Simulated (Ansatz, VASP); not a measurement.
## One calculation of TaN, two programs

Contents of INCAR:

```
SYSTEM = TaN
ALGO     = Normal         ! electronic algorithm
EDIFF    = 1E-6           ! SCF threshold, eV
ENCUT    = 520            ! plane-wave cutoff, eV
GGA      = PE             ! functional
ISIF     = 2              ! what is computed and relaxed
ISMEAR   = 0              ! smearing method
LASPH    = .TRUE.         ! aspherical terms in the spheres
LCHARG   = .TRUE.         ! write CHGCAR
LELF     = .TRUE.         ! ELF
LREAL    = .FALSE.        ! projectors in reciprocal space
LVHAR    = .TRUE.       
LWAVE    = .FALSE.        ! write WAVECAR
NBANDS   = 15             ! bands
NELM     = 60             ! most SCF steps
PREC     = Accurate       ! precision mode
SIGMA    = 0.15           ! smearing width, eV
```

KPOINTS

```
k-points
0
G
  18 18 18
  0 0 0
```

The input POSCAR:

```
TaN
1.0
    0.0000000000      2.2334750000      2.1790000000
    2.2334750000      0.0000000000      2.1790000000
    2.2334750000      2.2334750000      0.0000000000
Ta N
1 1
Direct
    0.5000000000      0.5000000000      0.5000000000
    0.0000000000      0.0000000000      0.0000000000
```

Input for Ansatz:

```yaml
crystal:
  lattice:
    - [0.0, 2.233475, 2.179]
    - [2.233475, 0.0, 2.179]
    - [2.233475, 2.233475, 0.0]
  atoms:
    - { symbol: Ta, position: [0.5, 0.5, 0.5] }
    - { symbol: "N", position: [0.0, 0.0, 0.0] }
basis:
  ecutwfc: 420
kpoints:
  mp_grid: { grid: [18, 18, 18] }
hamiltonian:
  xc: pbe
scf:
  occupations: { method: gaussian, width: 0.15 }
output:
  forces: true
  stress: true
  eigenvalues: true
```

Change from the starting cell: strain +0.025 along x and y, +0.000 along z, atoms carried along.

Alike in both runs: task single point; functional PBE; k mesh 18 × 18 × 18; occupations gaussian, width 0.15 eV; no spin polarisation.

|  | VASP | Ansatz |
| --- | --- | --- |
| version | VASP 6.6.1 | Ansatz 0.2.0 |
| potentials or method | VASP PAW PBE potentials, release 64 (Ta_pv, N), cutoff 520 eV | scalar-relativistic, plane waves, PAW |
| valence electrons in the cell | 16 | 18 |

|  | VASP | Ansatz | Ansatz less VASP |
| --- | --- | --- | --- |
| gap on the k mesh at the Fermi level (eV) | none | none | - |
| pressure (GPa) | -1.7 | -2.4 | -0.74 |
| traceless stress, the component that is largest in VASP (GPa) | 9.35 | 9.27 | -0.078 |

A gap of «none» marks a metal or a gap that the smearing closes. The functional is the same, so the differences come from potentials, cutoffs and numerics. VASP's potentials hold 16 valence electrons a cell and Ansatz's 18, so a difference there can come from the potentials and not from the codes.

Neither program's run includes spin-orbit coupling.
